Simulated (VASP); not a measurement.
# BaScO2F (P4/mmm) in VASP: a series of runs

The runs below take BaScO2F through single point, with LDA.

All numbers are computed with VASP 6.6.1; they aren't measurements. Logs are shortened: lines on timing, memory, paths and dates and some standing lists are left out, and cuts for length are marked.

**1. The cell of the first run**

It takes space group P4/mmm (No. 123, tetragonal). The conventional cell has a = 4.207 Å, b = 4.207 Å, c = 4.359 Å, α = 90.00°, β = 90.00°, γ = 90.00°. Within 3.9 Å of Ba (site symmetry 4/mmm) lie 4 F at 2.97 Å and 8 O at 3.03 Å and 8 Sc at 3.69 Å. Sc (site symmetry 4/mmm) has 4 O at 2.10 Å and 2 F at 2.18 Å within 2.8 Å. Within 2.8 Å of O (site symmetry mmm) lie 2 Sc at 2.10 Å. Within 3.1 Å of F (site symmetry 4/mmm) lie 2 Sc at 2.18 Å and 4 Ba at 2.97 Å and 8 O at 3.03 Å.

**2. Single point, LDA (strain +0.0350 x Voigt [0, 0, 1, 0, 0, 0])**

Input file INCAR:

```
SYSTEM = BaScO2F
  ALGO = Normal
  EDIFF = 1E-6
  ENCUT = 910
  GGA_COMPAT = .FALSE.
  ISIF = 2
  ISMEAR = 0
  LASPH = .TRUE.
  LCHARG = .FALSE.
  LREAL = .FALSE.
  LWAVE = .FALSE.
  NBANDS = 28
  NELM = 120
  PREC = Accurate
  SIGMA = 0.05
```

Input file KPOINTS:

```
k-points
0
G
  6 6 6
  0 0 0
```

Input file POSCAR:

```
BaScO2F
1.0
    4.2069470000      0.0000000000      0.0000000000
    0.0000000000      4.2069470000      0.0000000000
    0.0000000000      0.0000000000      4.3588124550
Ba Sc O F
1 1 2 1
Direct
    0.5000000000      0.5000000000      0.5000000000
    0.0000000000      0.0000000000      0.0000000000
    0.5000000000      0.0000000000      0.0000000000
    0.0000000000      0.5000000000      0.0000000000
    0.0000000000      0.0000000000      0.5000000000
```

Potentials or basis: VASP PAW LDA potentials, release 64 (Ba_sv, Sc_sv, O_h, F_h).

On the command line:

```bash
$ cat potpaw_LDA.64/Ba_sv/POTCAR potpaw_LDA.64/Sc_sv/POTCAR potpaw_LDA.64/O_h/POTCAR potpaw_LDA.64/F_h/POTCAR > POTCAR
$ mpirun -np 1 vasp_std > vasp.out
```

OUTCAR:

```text
SYSTEM = BaScO2F
   EDIFF = 1E-6
   ENCUT = 910
   ISIF = 2
   ISMEAR = 0
   LASPH = .TRUE.
   LREAL = .FALSE.
   NELM = 120
   PREC = Accurate

 ion  position               nearest neighbor table
   1  0.500  0.500  0.500-   5 2.97   5 2.97   5 2.97   5 2.97   4 3.03   3 3.03   4 3.03   3 3.03
                             4 3.03   3 3.03   4 3.03   3 3.03   2 3.69   2 3.69   2 3.69   2 3.69
   2  0.000  0.000  0.000-   3 2.10   4 2.10   4 2.10   3 2.10   5 2.18   5 2.18   1 3.69   1 3.69
                             1 3.69   1 3.69   1 3.69   1 3.69   1 3.69   1 3.69
   3  0.500  0.000  0.000-   2 2.10   2 2.10   1 3.03   1 3.03   1 3.03   1 3.03
   4  0.000  0.500  0.000-   2 2.10   2 2.10   1 3.03   1 3.03   1 3.03   1 3.03
   5  0.000  0.000  0.500-   2 2.18   2 2.18   1 2.97   1 2.97   1 2.97   1 2.97

  LATTYP: Found a simple tetragonal cell.
 ALAT       =     4.2069470000
 C/A-ratio  =     1.0360987326

  Lattice vectors:

 A1 = (   4.2069470000,   0.0000000000,   0.0000000000)
 A2 = (   0.0000000000,   4.2069470000,   0.0000000000)
 A3 = (   0.0000000000,   0.0000000000,   4.3588124550)

Analysis of symmetry for initial positions (statically):
=====================================================================
 Subroutine PRICEL returns:
 Original cell was already a primitive cell.

 Routine SETGRP: Setting up the symmetry group for a
 simple tetragonal supercell.

 Subroutine GETGRP returns: Found 16 space group operations
 (whereof 16 operations were pure point group operations)
 out of a pool of 16 trial point group operations.

The static configuration has the point symmetry D_4h.

Analysis of symmetry for dynamics (positions and initial velocities):
=====================================================================
 Subroutine PRICEL returns:
 Original cell was already a primitive cell.

 Routine SETGRP: Setting up the symmetry group for a
 simple tetragonal supercell.

 Subroutine GETGRP returns: Found 16 space group operations
 (whereof 16 operations were pure point group operations)
 out of a pool of 16 trial point group operations.

The dynamic configuration has the point symmetry D_4h.

 Subroutine INISYM returns: Found 16 space group operations
 (whereof 16 operations are pure point group operations),
 and found     1 'primitive' translations

----------------------------------------------------------------------------------------

                                     Primitive cell

  volume of cell :      77.1440

  direct lattice vectors                    reciprocal lattice vectors
     4.206947000  0.000000000  0.000000000     0.237702068  0.000000000  0.000000000
     0.000000000  4.206947000  0.000000000     0.000000000  0.237702068  0.000000000
     0.000000000  0.000000000  4.358812455     0.000000000  0.000000000  0.229420286

  length of vectors
     4.206947000  4.206947000  4.358812455     0.237702068  0.237702068  0.229420286

  position of ions in fractional coordinates (direct lattice)
     0.500000000  0.500000000  0.500000000
     0.000000000  0.000000000  0.000000000
     0.500000000  0.000000000  0.000000000
     0.000000000  0.500000000  0.000000000
     0.000000000  0.000000000  0.500000000

  ion indices of the primitive-cell ions
   primitive index   ion index
                 1           1
                 2           2
                 3           3
                 4           4
                 5           5

----------------------------------------------------------------------------------------

 KPOINTS: k-points

Automatic generation of k-mesh.
 Grid dimensions read from file:
 generate k-points for:    6    6    6

 Generating k-lattice:

  Cartesian coordinates                     Fractional coordinates (reciprocal lattice)
     0.039617011  0.000000000  0.000000000     0.166666667  0.000000000  0.000000000
     0.000000000  0.039617011  0.000000000     0.000000000  0.166666667  0.000000000
     0.000000000  0.000000000  0.038236714     0.000000000  0.000000000  0.166666667

  Length of vectors
     0.039617011  0.039617011  0.038236714

  Shift w.r.t. Gamma in fractional coordinates (k-lattice)
     0.000000000  0.000000000  0.000000000

 Subroutine IBZKPT returns following result:
 ===========================================

 Found     40 irreducible k-points:

 Following reciprocal coordinates:
            Coordinates               Weight
  0.000000  0.000000  0.000000      1.000000
  0.166667  0.000000  0.000000      4.000000
  0.333333  0.000000  0.000000      4.000000
  0.500000  0.000000  0.000000      2.000000
  0.166667  0.166667  0.000000      4.000000
  0.333333  0.166667  0.000000      8.000000
[... 16 lines left out ...]
  0.333333  0.000000  0.333333      8.000000
  0.500000  0.000000  0.333333      4.000000
 [... further k-points ...]
   k-points           NKPTS =     40   k-points in BZ     NKDIM =     40   number of bands    NBANDS=     28
   number of dos      NEDOS =    301   number of ions     NIONS =      5
   total plane-waves  NPLWV =  84672
   dimension x,y,z NGX =    42 NGY =   42 NGZ =   48
   dimension x,y,z NGXF=    84 NGYF=   84 NGZF=   96
   ions per type =               1   1   2   1
   NGX,Y,Z   is equivalent  to a cutoff of  16.60, 16.60, 18.31 a.u.
   NGXF,Y,Z  is equivalent  to a cutoff of  33.19, 33.19, 36.61 a.u.
 SYSTEM =  BaScO2F
   PREC   = accura    normal or accurate (medium, high low for compatibility)
   ISTART =      0    job   : 0-new  1-cont  2-samecut
   ICHARG =      2    charge: 1-file 2-atom 10-const
   ISPIN  =      1    spin polarized calculation?
   LNONCOLLINEAR =      F non collinear calculations
   LSORBIT =      F    spin-orbit coupling
   LASPH  =      T    aspherical Exc in radial PAW
   ENCUT  =  910.0 eV  66.88 Ry    8.18 a.u.  10.35 10.35 10.72*2*pi/ulx,y,z
   NELM   =    120;   NELMIN=  2; NELMDL= -5     # of ELM steps
   EDIFF  = 0.1E-05   stopping-criterion for ELM
   LREAL  =      F    real-space projection
   EDIFFG = 0.1E-04   stopping-criterion for IOM
   NSW    =      0    number of steps for IOM
   IBRION =     -1    ionic relax: 0-MD 1-quasi-New 2-CG
   NFREE  =      0    steps in history (QN), initial steepest desc. (CG)
   ISIF   =      2    stress and relaxation
   ISYM   =      2    0-nonsym 1-usesym 2-fastsym
   POTIM  = 0.5000    time-step for ionic-motion
   TEBEG  =    0.0;   TEEND  =   0.0 temperature during run
   PSTRESS=    0.0 pullay stress
   NELECT =      40.0000    total number of electrons
   NUPDOWN=      -1.0000    fix difference up-down
   EMIN   =  10.00;   EMAX   =-10.00  energy-range for DOS
   EFERMI =   0.00;   METHOD = LEGACY
   ISMEAR =     0;   SIGMA  =   0.05  broadening in eV -4-tet -1-fermi 0-gaus
   EFERMI_NEDOS =   21; number of points for ismear=-14 and -15
   IALGO  =     38    algorithm
   IMIX   =      4    mixing-type and parameters
     AMIX     =   0.40;   BMIX     =  1.00
     AMIX_MAG =   1.60;   BMIX_MAG =  1.00
  volume/ion in A,a.u.               =      15.43       104.12
  Fermi-wavevector in a.u.,A,eV,Ry     =   1.315207  2.485381 23.534938  1.729769
  Thomas-Fermi vector in A             =   2.445406
   LORBIT       =      0    0 simple, 1 ext, 2 COOP (PROOUT), +10 PAW based schemes
   GGA     = CA    functional components
   LHFCALC =     F    Hartree Fock is set to
   AEXX    =    0.0000 exact exchange contribution
   IVDW    =     0    specifies the selected vdW correction
   LEPSILON=     F    determine dielectric tensor
   LRPA    =     F    only Hartree local field effects (RPA)
 non-spin polarized calculation
 Gauss-broadening in eV      SIGMA  =   0.05
  energy-cutoff  :      910.00
  volume of cell :       77.14
 maximum number of plane-waves:      4842
 NGX is ok and might be reduce to    42
   NGX = 21   NGY = 21   NGZ = 21

 number of electron      39.9999995 magnetization

 Free energy of the ion-electron system (eV)
  ---------------------------------------------------
  ext. energy  EPLUGINS =         0.00000000
  ---------------------------------------------------
  free energy    TOTEN  =       -39.99820504 eV

  energy without entropy =      -39.99820504  energy(sigma->0) =      -39.99820504

 E-fermi :   3.0089     XC(G=0): -10.7400

 val. band max:        2.7744314888   @ k =   0.5000   0.5000   0.5000
 cond. band min:       5.5063919715   @ k =   0.0000   0.0000   0.0000
 fundamental gap:      2.7319604827
 Fermi energy:         3.0089057933

 k-point     1 :       0.0000    0.0000    0.0000
  band No.  band energies     occupation
      1     -44.8413      2.00000
      2     -24.0923      2.00000
      3     -23.7543      2.00000
      4     -23.7543      2.00000
      5     -23.6824      2.00000
      6     -20.8892      2.00000
[... 20 lines left out ...]
     27       7.9006      0.00000
     28       8.4297      0.00000

 k-point     2 :       0.1667    0.0000    0.0000
  band No.  band energies     occupation
      1     -44.8409      2.00000
      2     -24.0915      2.00000
      3     -23.8101      2.00000
      4     -23.7536      2.00000
      5     -23.6330      2.00000
      6     -20.9060      2.00000
[... 20 lines left out ...]
     27       8.1287      0.00000
     28       8.9037      0.00000

 k-point     3 :       0.3333    0.0000    0.0000
  band No.  band energies     occupation
      1     -44.8401      2.00000
      2     -24.0900      2.00000
      3     -23.8812      2.00000
      4     -23.7521      2.00000
      5     -23.5732      2.00000
      6     -20.9407      2.00000
[... 20 lines left out ...]
     27       8.7601      0.00000
     28       9.2364      0.00000

 k-point     4 :       0.5000    0.0000    0.0000
  band No.  band energies     occupation
      1     -44.8396      2.00000
      2     -24.0892      2.00000
      3     -23.9115      2.00000
      4     -23.7513      2.00000
      5     -23.5478      2.00000
      6     -20.9586      2.00000
[... 578 lines left out ...]
     27       8.8273      0.00000
     28       9.1857      0.00000

 k-point    23 :       0.3333    0.0000    0.3333
  band No.  band energies     occupation
      1     -44.8386      2.00000
      2     -24.3389      2.00000
      3     -23.8417      2.00000
      4     -23.7503      2.00000
      5     -23.5800      2.00000
      6     -20.5448      2.00000
[... 20 lines left out ...]
     27       9.1532      0.00000
     28       9.4553      0.00000

 k-point    24 :       0.5000    0.0000    0.3333
  band No.  band energies     occupation
      1     -44.8382      2.00000
      2     -24.3284      2.00000
      3     -23.8691      2.00000
      4     -23.7496      2.00000
      5     -23.5737      2.00000
      6     -20.5578      2.00000
[... 20 lines left out ...]
     27       9.6442      0.00000
     28      10.1572      0.00000

 [... further k-points ...]

------------------------ aborting loop because EDIFF is reached ----------------------------------------

  FORCE on cell =-STRESS in cart. coord.  units (eV):
  Direction    XX          YY          ZZ          XY          YZ          ZX
  --------------------------------------------------------------------------------------
  -------------------------------------------------------------------------------------
  Total       -4.8332793     -4.8332793     -6.9427476      0.0000000      0.0000000      0.0000000
  in kB     -100.3806971   -100.3806971   -144.1915116      0.0000000      0.0000000      0.0000000
  external PRESSURE =    -114.9843019 kB  Pullay stress =       0.0000000 kB

 VOLUME and BASIS-vectors are now :
 -----------------------------------------------------------------------------
  energy-cutoff  :      910.00
  volume of cell :       77.14
      direct lattice vectors                 reciprocal lattice vectors
     4.206947000  0.000000000  0.000000000     0.237702068  0.000000000  0.000000000
     0.000000000  4.206947000  0.000000000     0.000000000  0.237702068  0.000000000
     0.000000000  0.000000000  4.358812455     0.000000000  0.000000000  0.229420286

 POSITION                                       TOTAL-FORCE (eV/Angst)
 -----------------------------------------------------------------------------------
      2.10347      2.10347      2.17941         0.000000      0.000000      0.000000
      0.00000      0.00000      0.00000         0.000000      0.000000      0.000000
      2.10347      0.00000      0.00000         0.000000      0.000000      0.000000
      0.00000      2.10347      0.00000         0.000000      0.000000      0.000000
      0.00000      0.00000      2.17941         0.000000      0.000000      0.000000
 -----------------------------------------------------------------------------------
    total drift:                                0.000000      0.000000     -0.000000

  FREE ENERGIE OF THE ION-ELECTRON SYSTEM (eV)
  ---------------------------------------------------
  free  energy   TOTEN  =       -39.9982050355 eV

  energy  without entropy=      -39.9982050355  energy(sigma->0) =      -39.99820504
```

Run time: 2.8 min. Hardware: 1 thread of AMD EPYC 7R43 (Zen 3), shared host; peak memory 0.34 GiB.

What came out:

```
Free energy            : -39.9982 eV
Pressure               : -11.5 GPa
Band gap on the k mesh : 2.73 eV (least direct gap 3.16 eV)
```

Stress tensor (GPa, compression positive):
```
-10.04   0.00   0.00
  0.00 -10.04   0.00
  0.00   0.00 -14.42
```

Caveat: the cell differs from its parent crystal (strain +0.0350 x Voigt [0, 0, 1, 0, 0, 0]); the cutoff is under 1.25 times the usual one of these potentials, so pressure, stress and relaxed cells hold a basis-set (Pulay) error; the cell stands under tension; spin-orbit coupling is left out, which moves the levels of the heavy elements. A k mesh can miss the band edges.

(Part 1 of 2 ends here.)
